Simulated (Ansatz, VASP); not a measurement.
## Te in VASP and in Ansatz

INCAR

```
PREC = Accurate
ENCUT = 520
EDIFF = 1E-6
ISMEAR = -1
SIGMA = 0.1
LREAL = F
LASPH = T
NELM = 100
ALGO = Normal
ISIF = 2
LWAVE = F
LCHARG = F
GGA = RE
NBANDS = 9
```

Contents of KPOINTS:

```
Automatic mesh
0
Gamma
  13 13 13
```

Contents of POSCAR:

```
Te
1.0
    0.0000000000      2.3323777964      2.3323777964
    2.3323777964      0.0000000000      2.3323777964
    2.3323777964      2.3323777964      0.0000000000
Te
1
Direct
    0.0000000000      0.0000000000      0.0000000000
```

Input for Ansatz:

```yaml
crystal:
  lattice:
    - [0.0, 2.3323777964, 2.3323777964]
    - [2.3323777964, 0.0, 2.3323777964]
    - [2.3323777964, 2.3323777964, 0.0]
  atoms:
    - { symbol: Te, position: [0.0, 0.0, 0.0] }
hamiltonian:
  xc: revpbe
  pseudopotentials:
    kind: paw
    azcp:
      Te: "pseudopotentials/Te.paw.azcp"
basis:
  ecutwfc: 420
  fft_grid_basis: typed
kpoints:
  mp_grid: { grid: [13, 13, 13], shift: [0, 0, 0] }
magnetization:
  spin_polarized: false
scf:
  occupations: { method: fermi_dirac, width: 0.1 }
  lower_state_search: "off"
output:
  stress: true
```

Alike in both runs: task single point; functional revPBE; k mesh 13 × 13 × 13; occupations fermi-dirac, width 0.1 eV; no spin polarisation.

```csv
,VASP,Ansatz
version,VASP 6.6.1,Ansatz 0.2.0
potentials or method,"VASP PAW PBE potentials, release 64 (Te), cutoff 520 eV","plane waves (420 eV) with PAW, scalar-relativistic"
valence electrons in the cell,6,16
```

VASP gave:

- pressure (GPa): 8.3

Q: Estimate Ansatz's values.

A: Pressure (GPa): 8.5.

VASP's potentials were made for PBE, not for revPBE. With one functional, cell and mesh, what is left measures potentials, basis and numerics. VASP's potentials hold 6 valence electrons a cell and Ansatz's 16, so a difference there can come from the potentials and not from the codes.

Neither program's run includes spin-orbit coupling.
